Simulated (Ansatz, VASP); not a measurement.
## HfC: VASP beside Ansatz

INCAR

```
SYSTEM = HfC
ALGO = Normal ; EDIFF = 1E-6
ENCUT = 520 ; GGA = PE
ISIF = 2 ; ISMEAR = -1
LASPH = .True. ; LCHARG = .True.
LELF = .True. ; LREAL = .False.
LVHAR = .True. ; LWAVE = .False.
NBANDS = 14 ; NELM = 80
PREC = Accurate ; SIGMA = 0.08
```

File KPOINTS:

```
k-points
0
Gamma
  15 15 15
  0 0 0
```

Contents of POSCAR:

```
HfC
1.0
    0.0000000000      1.9614555596      1.9614555596
    1.9614555596      0.0000000000      1.9614555596
    1.9614555596      1.9614555596      0.0000000000
Hf C
1 1
Direct
    0.0000000000      0.0000000000      0.0000000000
    0.5000000000      0.5000000000      0.5000000000
```

Input for Ansatz:

```yaml
crystal:
  lattice:
    - [0.0, 1.9614555596, 1.9614555596]
    - [1.9614555596, 0.0, 1.9614555596]
    - [1.9614555596, 1.9614555596, 0.0]
  atoms:
    - { symbol: Hf, position: [0.0, 0.0, 0.0] }
    - { symbol: C, position: [0.5, 0.5, 0.5] }
kpoints:
  mp_grid: { grid: [15, 15, 15] }
scf:
  occupations: { method: fermi_dirac, width: 0.08 }
hamiltonian:
  xc: pbe
  pseudopotentials: { kind: paw }
output:
  forces: true
  stress: true
  eigenvalues: true
  populations: true
```

Change from the starting cell: volume scaled by 0.6, PAW files.

Alike in both runs: task single point; functional PBE; k mesh 15 × 15 × 15; occupations fermi-dirac, width 0.08 eV; no spin polarisation.

|  | VASP | Ansatz |
| --- | --- | --- |
| version | VASP 6.6.1 | Ansatz 0.2.0 |
| potentials or method | VASP PAW PBE potentials, release 64 (Hf_pv, C) | PAW with Ansatz's default frozen-core files, scalar-relativistic |
| plane-wave cutoff (eV) | 520 | 420 |
| valence electrons in the cell | 14 | 30 |

```tsv
	VASP	Ansatz	Ansatz less VASP
pressure (GPa)	331.8	320.5	-11.29
```

Both programs put the cell under a high pressure, so it lies far from rest at this level. With one functional, cell and mesh, what is left measures potentials, basis and numerics. VASP's potentials hold 14 valence electrons a cell and Ansatz's 30, so a difference there can come from the potentials and not from the codes.

Spin-orbit coupling is off throughout. Noted on VASP's run: the cell as given lies far from equilibrium.
